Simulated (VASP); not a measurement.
# KAgBiBr2 (Cmcm) in VASP: further runs

KAgBiBr2 is run at these levels: PBE; tasks: single point.

Everything below comes from runs of VASP 6.6.1. Logs are shortened: lines on timing, memory, paths and dates and some standing lists are left out, and cuts for length are marked.

## Step 1: The cell of the first run

Symmetry: Cmcm, No. 63, orthorhombic system. Conventional cell: a = 4.287 Å, b = 14.804 Å, c = 9.527 Å, α = 90.00°, β = 90.00°, γ = 90.00°. Br (site symmetry m) has 3 Bi at 3.07 to 3.44 Å and 2 Ag at 3.21 Å and 3 Br at 3.58 to 3.70 Å and 2 K at 3.83 Å within 4.0 Å. Within 3.8 Å of Bi (site symmetry m2m) lie 2 K at 2.86 Å and 6 Br at 3.07 to 3.44 Å. Within 3.5 Å of Ag (site symmetry 2/m) lie 2 K at 2.67 Å and 4 Br at 3.21 Å. Within 3.5 Å of K (site symmetry m2m) lie 2 Ag at 2.67 Å and 2 Bi at 2.86 Å.

## Step 2: Single point, PBE

INCAR reads:

```
  PREC = Accurate
  ENCUT = 520
  EDIFF = 1E-6
  ISMEAR = -1
  SIGMA = 0.1
  LREAL = F
  LASPH = T
  NELM = 60
  ALGO = Normal
  ISIF = 2
  LWAVE = F
  LCHARG = F
  GGA = PE
  NBANDS = 60
```

KPOINTS reads:

```
regular mesh
0
Gamma
  5 5 2
```

POSCAR reads:

```
KAgBiBr2
1.0
    4.2873650000      0.0000000000      0.0000000000
    2.1436820000     -7.4022090000      0.0000000000
    0.0000000000      0.0000000000     -9.5269980000
Br Bi Ag K
4 2 2 2
Direct
    0.3437800000      0.3124400000      0.4378500000
    0.6562200000      0.6875600000      0.9378500000
    0.6562200000      0.6875600000      0.5621500000
    0.3437800000      0.3124400000      0.0621500000
    0.2915200000      0.4169600000      0.7500000000
    0.7084800000      0.5830400000      0.2500000000
    0.0000000000      0.0000000000      0.5000000000
    0.0000000000      0.0000000000      0.0000000000
    0.9190300000      0.1619400000      0.7500000000
    0.0809700000      0.8380600000      0.2500000000
```

Potentials or basis: VASP PAW PBE potentials, release 64 (Br, Bi_d, Ag, K_sv).

Run with:

```sh
cat potpaw_PBE.64/Br/POTCAR potpaw_PBE.64/Bi_d/POTCAR potpaw_PBE.64/Ag/POTCAR potpaw_PBE.64/K_sv/POTCAR > POTCAR
mpirun -np 1 vasp_std > vasp.out
```

OUTCAR:

```text
PREC = Accurate
   ENCUT = 520
   EDIFF = 1E-6
   ISMEAR = -1
   LREAL = F
   LASPH = T
   NELM = 60
   ISIF = 2
   GGA = PE

 ion  position               nearest neighbor table
   1  0.344  0.312  0.438-   5 3.07
   2  0.656  0.688  0.938-   6 3.07
   3  0.656  0.688  0.562-   6 3.07
   4  0.344  0.312  0.062-   5 3.07
   5  0.292  0.417  0.750-   9 2.86   9 2.86   4 3.07   1 3.07
   6  0.708  0.583  0.250-  10 2.86  10 2.86   2 3.07   3 3.07
   7  0.000  0.000  0.500-   9 2.67  10 2.67
   8  0.000  0.000  0.000-   9 2.67  10 2.67
   9  0.919  0.162  0.750-   7 2.67   8 2.67   5 2.86   5 2.86
  10  0.081  0.838  0.250-   7 2.67   8 2.67   6 2.86   6 2.86

  LATTYP: Found a base centered orthorhombic cell.
 ALAT       =     4.2873650000
 B/A-ratio  =     3.4530342063
 C/A-ratio  =     2.2221103172

  Lattice vectors:

 A1 = (   2.1436830000,   7.4022090000,   0.0000000000)
 A2 = (   2.1436820000,  -7.4022090000,   0.0000000000)
 A3 = (   0.0000000000,   0.0000000000,  -9.5269980000)

Analysis of symmetry for initial positions (statically):
=====================================================================
 Subroutine PRICEL returns:
 Original cell was already a primitive cell.

 Routine SETGRP: Setting up the symmetry group for a
 base centered orthorhombic supercell.

 Subroutine GETGRP returns: Found  8 space group operations
 (whereof  4 operations were pure point group operations)
 out of a pool of  8 trial point group operations.

The static configuration has the point symmetry C_2h.
 The point group associated with its full space group is D_2h.

Analysis of symmetry for dynamics (positions and initial velocities):
=====================================================================
 Subroutine PRICEL returns:
 Original cell was already a primitive cell.

 Routine SETGRP: Setting up the symmetry group for a
 base centered orthorhombic supercell.

 Subroutine GETGRP returns: Found  8 space group operations
 (whereof  4 operations were pure point group operations)
 out of a pool of  8 trial point group operations.

The dynamic configuration has the point symmetry C_2h.
 The point group associated with its full space group is D_2h.

 Subroutine INISYM returns: Found  8 space group operations
 (whereof  4 operations are pure point group operations),
 and found     1 'primitive' translations

----------------------------------------------------------------------------------------

                                     Primitive cell

  volume of cell :     302.3485

  direct lattice vectors                    reciprocal lattice vectors
     4.287365000  0.000000000  0.000000000     0.233243496  0.067547388  0.000000000
     2.143682000 -7.402209000  0.000000000     0.000000000 -0.135094808  0.000000000
     0.000000000  0.000000000 -9.526998000     0.000000000  0.000000000 -0.104964859

  length of vectors
     4.287365000  7.706365589  9.526998000     0.242827465  0.135094808  0.104964859

  position of ions in fractional coordinates (direct lattice)
     0.343780000  0.312440000  0.437850000
     0.656220000  0.687560000  0.937850000
     0.656220000  0.687560000  0.562150000
     0.343780000  0.312440000  0.062150000
     0.291520000  0.416960000  0.750000000
     0.708480000  0.583040000  0.250000000
     0.000000000  0.000000000  0.500000000
     0.000000000  0.000000000  0.000000000
     0.919030000  0.161940000  0.750000000
     0.080970000  0.838060000  0.250000000

  ion indices of the primitive-cell ions
   primitive index   ion index
                 1           1
                 2           2
                 3           3
                 4           4
                 5           5
                 6           6
                 7           7
                 8           8
                 9           9
                10          10

----------------------------------------------------------------------------------------

 KPOINTS: regular mesh

Automatic generation of k-mesh.
 Grid dimensions read from file:
 generate k-points for:    5    5    2

 Generating k-lattice:

  Cartesian coordinates                     Fractional coordinates (reciprocal lattice)
     0.046648699  0.013509478  0.000000000     0.200000000 -0.000000000  0.000000000
     0.000000000 -0.027018962  0.000000000     0.000000000  0.200000000  0.000000000
     0.000000000  0.000000000 -0.052482429     0.000000000  0.000000000  0.500000000

  Length of vectors
     0.048565493  0.027018962  0.052482429

  Shift w.r.t. Gamma in fractional coordinates (k-lattice)
     0.000000000  0.000000000  0.000000000

 Subroutine IBZKPT returns following result:
 ===========================================

 Found     18 irreducible k-points:

 Following reciprocal coordinates:
            Coordinates               Weight
  0.000000  0.000000  0.000000      1.000000
  0.200000  0.000000  0.000000      4.000000
  0.400000 -0.000000  0.000000      4.000000
  0.000000  0.200000  0.000000      2.000000
  0.400000  0.200000  0.000000      2.000000
 -0.400000  0.200000  0.000000      4.000000
[... 10 lines left out ...]
  0.000000  0.400000  0.500000      2.000000
 -0.200000  0.400000  0.500000      2.000000
   k-points           NKPTS =     18   k-points in BZ     NKDIM =     18   number of bands    NBANDS=     60
   number of dos      NEDOS =    301   number of ions     NIONS =     10
   total plane-waves  NPLWV = 138240
   dimension x,y,z NGX =    32 NGY =   60 NGZ =   72
   dimension x,y,z NGXF=    64 NGYF=  120 NGZF=  144
   ions per type =               4   2   2   2
   NGX,Y,Z   is equivalent  to a cutoff of  12.41, 12.94, 12.56 a.u.
   NGXF,Y,Z  is equivalent  to a cutoff of  24.82, 25.89, 25.13 a.u.
 SYSTEM =  unknown system
   PREC   = accura    normal or accurate (medium, high low for compatibility)
   ISTART =      0    job   : 0-new  1-cont  2-samecut
   ICHARG =      2    charge: 1-file 2-atom 10-const
   ISPIN  =      1    spin polarized calculation?
   LNONCOLLINEAR =      F non collinear calculations
   LSORBIT =      F    spin-orbit coupling
   LASPH  =      T    aspherical Exc in radial PAW
   ENCUT  =  520.0 eV  38.22 Ry    6.18 a.u.   7.97 14.33 17.71*2*pi/ulx,y,z
   NELM   =     60;   NELMIN=  2; NELMDL= -5     # of ELM steps
   EDIFF  = 0.1E-05   stopping-criterion for ELM
   LREAL  =      F    real-space projection
   EDIFFG = 0.1E-04   stopping-criterion for IOM
   NSW    =      0    number of steps for IOM
   IBRION =     -1    ionic relax: 0-MD 1-quasi-New 2-CG
   NFREE  =      0    steps in history (QN), initial steepest desc. (CG)
   ISIF   =      2    stress and relaxation
   ISYM   =      2    0-nonsym 1-usesym 2-fastsym
   POTIM  = 0.5000    time-step for ionic-motion
   TEBEG  =    0.0;   TEEND  =   0.0 temperature during run
   PSTRESS=    0.0 pullay stress
   NELECT =      98.0000    total number of electrons
   NUPDOWN=      -1.0000    fix difference up-down
   EMIN   =  10.00;   EMAX   =-10.00  energy-range for DOS
   EFERMI =   0.00;   METHOD = LEGACY
   ISMEAR =    -1;   SIGMA  =   0.10  broadening in eV -4-tet -1-fermi 0-gaus
   EFERMI_NEDOS =   21; number of points for ismear=-14 and -15
   IALGO  =     38    algorithm
   IMIX   =      4    mixing-type and parameters
     AMIX     =   0.40;   BMIX     =  1.00
     AMIX_MAG =   1.60;   BMIX_MAG =  1.00
  volume/ion in A,a.u.               =      30.23       204.03
  Fermi-wavevector in a.u.,A,eV,Ry     =   1.124556  2.125102 17.206269  1.264625
  Thomas-Fermi vector in A             =   2.261228
   LORBIT       =      0    0 simple, 1 ext, 2 COOP (PROOUT), +10 PAW based schemes
   GGA     = PE    functional components
[... 5 lines left out ...]
 non-spin polarized calculation
  energy-cutoff  :      520.00
  volume of cell :      302.35
 maximum number of plane-waves:      8176
   NGX = 15   NGY = 29   NGZ = 35

 number of electron      98.0000013 magnetization

 Free energy of the ion-electron system (eV)
  ---------------------------------------------------
  ext. energy  EPLUGINS =         0.00000000
  ---------------------------------------------------
  free energy    TOTEN  =       -18.91191713 eV

  energy without entropy =      -18.70044850  energy(sigma->0) =      -18.80618282

 E-fermi :   3.6840     XC(G=0):  -8.8287

 val. band max:        3.6619634063   @ k =   0.0000   0.2000   0.5000
 cond. band min:       3.7234559374   @ k =   0.0000   0.2000   0.0000
 fundamental gap:      0.0614925311
 Fermi energy:         3.6839605662

 k-point     1 :       0.0000    0.0000    0.0000
  band No.  band energies     occupation
      1     -27.5779      2.00000
      2     -27.5715      2.00000
      3     -19.5991      2.00000
      4     -19.5983      2.00000
      5     -19.5409      2.00000
      6     -19.5401      2.00000
[... 52 lines left out ...]
     59       7.9667      0.00000
     60       8.1544      0.00000

 k-point     2 :       0.2000    0.0000    0.0000
  band No.  band energies     occupation
      1     -27.5759      2.00000
      2     -27.5696      2.00000
      3     -19.5987      2.00000
      4     -19.5982      2.00000
      5     -19.5428      2.00000
      6     -19.5422      2.00000
[... 52 lines left out ...]
     59       7.9011      0.00000
     60       8.0089      0.00000

 k-point     3 :       0.4000   -0.0000    0.0000
  band No.  band energies     occupation
      1     -27.5727      2.00000
      2     -27.5664      2.00000
      3     -19.5982      2.00000
      4     -19.5980      2.00000
      5     -19.5458      2.00000
      6     -19.5456      2.00000
[... 934 lines left out ...]
     59       7.6002      0.00000
     60       7.6002      0.00000

 k-point    18 :      -0.2000    0.4000    0.5000
  band No.  band energies     occupation
      1     -27.5727      2.00000
      2     -27.5727      2.00000
      3     -19.5985      2.00000
      4     -19.5985      2.00000
      5     -19.5425      2.00000
      6     -19.5425      2.00000
[... 52 lines left out ...]
     59       7.7595      0.00000
     60       7.7595      0.00000

------------------------ aborting loop because EDIFF is reached ----------------------------------------

  FORCE on cell =-STRESS in cart. coord.  units (eV):
  Direction    XX          YY          ZZ          XY          YZ          ZX
  --------------------------------------------------------------------------------------
  -------------------------------------------------------------------------------------
  Total       10.6073208     10.4428309      9.9660141      0.0000007     -0.0000000      0.0000000
  in kB       56.2093300     55.3376806     52.8109772      0.0000037     -0.0000000      0.0000000
  external PRESSURE =      54.7859959 kB  Pullay stress =       0.0000000 kB

 VOLUME and BASIS-vectors are now :
 -----------------------------------------------------------------------------
  energy-cutoff  :      520.00
  volume of cell :      302.35
      direct lattice vectors                 reciprocal lattice vectors
     4.287365000  0.000000000  0.000000000     0.233243496  0.067547388  0.000000000
     2.143682000 -7.402209000  0.000000000     0.000000000 -0.135094808  0.000000000
     0.000000000  0.000000000 -9.526998000     0.000000000  0.000000000 -0.104964859

 POSITION                                       TOTAL-FORCE (eV/Angst)
 -----------------------------------------------------------------------------------
      2.14368     -2.31275     -4.17140         0.000000      0.648795     -0.457233
      4.28736     -5.08946     -8.93490        -0.000000     -0.648795     -0.457233
      4.28736     -5.08946     -5.35560        -0.000000     -0.648795      0.457233
      2.14368     -2.31275     -0.59210         0.000000      0.648795      0.457233
      2.14368     -3.08643     -7.14525        -0.000000     -2.645475     -0.000000
      4.28736     -4.31578     -2.38175         0.000000      2.645475      0.000000
      0.00000      0.00000     -4.76350         0.000000     -0.000000      0.000000
      0.00000      0.00000      0.00000         0.000000     -0.000000      0.000000
      4.28736     -1.19871     -7.14525         0.000000      1.796476      0.000000
      2.14368     -6.20350     -2.38175        -0.000000     -1.796476      0.000000
 -----------------------------------------------------------------------------------
    total drift:                                0.000000     -0.000000     -0.000000

  FREE ENERGIE OF THE ION-ELECTRON SYSTEM (eV)
  ---------------------------------------------------
  free  energy   TOTEN  =       -18.9119171331 eV

  energy  without entropy=      -18.7004485029  energy(sigma->0) =      -18.80618282
```

It took 5.1 min on 1 thread of Intel Xeon Platinum 8488C (Sapphire Rapids), shared host; peak memory 0.55 GiB.

Results:

```yaml
Free_energy: -18.9119 eV
Pressure: 5.5 GPa
Largest_force: 2.645 eV/Å
Band_gap_on_the_k_mesh: zero (bands 49 and 50 overlap by 0.60 eV)
```

Forces on the atoms (eV/Å):
```
Br   0.000  0.649 -0.457
Br   0.000 -0.649 -0.457
Br   0.000 -0.649  0.457
Br   0.000  0.649  0.457
Bi   0.000 -2.645  0.000
Bi   0.000  2.645  0.000
Ag   0.000  0.000  0.000
Ag   0.000  0.000  0.000
K    0.000  1.796  0.000
K    0.000 -1.796  0.000
```

Stress tensor (GPa, compression positive):
```
5.62 0.00 0.00
0.00 5.53 0.00
0.00 0.00 5.28
```

Caveat: the cell stands under pressure; spin-orbit coupling is left out, which moves the levels of the heavy elements; forces of over 1 eV/Å act on the atoms, so gaps and moduli don't describe the material at rest.

## Step 3: Single point, PBE

INCAR reads:

```
SYSTEM = KAgBiBr2
PREC = Accurate
ENCUT = 520
EDIFF = 1E-6
ISMEAR = -1
SIGMA = 0.1
LREAL = .False.
LASPH = .True.
NELM = 60
ALGO = Normal
ISIF = 2
LWAVE = .False.
LCHARG = .False.
GGA = PE
NBANDS = 60
```

KPOINTS reads:

```
regular mesh
0
Gamma
  5 5 2
  0 0 0
```

POSCAR is that of step 2.

Potentials or basis: VASP PAW PBE potentials, release 64 (Br, Bi_d, Ag, K_sv).

Run with:

```sh
cat potpaw_PBE.64/Br/POTCAR potpaw_PBE.64/Bi_d/POTCAR potpaw_PBE.64/Ag/POTCAR potpaw_PBE.64/K_sv/POTCAR > POTCAR
mpirun -np 1 vasp_std > vasp.out
```

It took 4.3 min on 1 thread of Intel Xeon Platinum 8488C (Sapphire Rapids), shared host; peak memory 0.55 GiB.

It converged, with:

* Free energy: -18.9119 eV
* Pressure: 5.5 GPa
* Largest force: 2.645 eV/Å
* Band gap on the k mesh: zero (bands 49 and 50 overlap by 0.60 eV)

Forces in eV/Å, atoms in the order of the input:
```
Br   0.000  0.649 -0.457
Br   0.000 -0.649 -0.457
Br   0.000 -0.649  0.457
Br   0.000  0.649  0.457
Bi   0.000 -2.645  0.000
Bi   0.000  2.645  0.000
Ag   0.000  0.000  0.000
Ag   0.000  0.000  0.000
K    0.000  1.796  0.000
K    0.000 -1.796  0.000
```

Stress tensor (GPa, compression positive):
```
5.62 0.00 0.00
0.00 5.53 0.00
0.00 0.00 5.28
```

Levels at points of the mesh, in eV from the Fermi level:
| k point | band 46 | band 47 | band 48 | band 49 | band 50 | band 51 | band 52 | band 53 |
| --- | --- | --- | --- | --- | --- | --- | --- | --- |
| (0.00, 0.00, 0.00) | -2.80 | -1.28 | -0.68 | -0.09 | 0.07 | 0.21 | 0.77 | 1.54 |
| (0.00, 0.00, 0.50) | -2.80 | -0.74 | -0.74 | -0.33 | -0.33 | 0.43 | 0.43 | 1.15 |

Caveat: the cell stands under pressure; spin-orbit coupling is left out, which moves the levels of the heavy elements; forces of over 1 eV/Å act on the atoms, so gaps and moduli don't describe the material at rest.
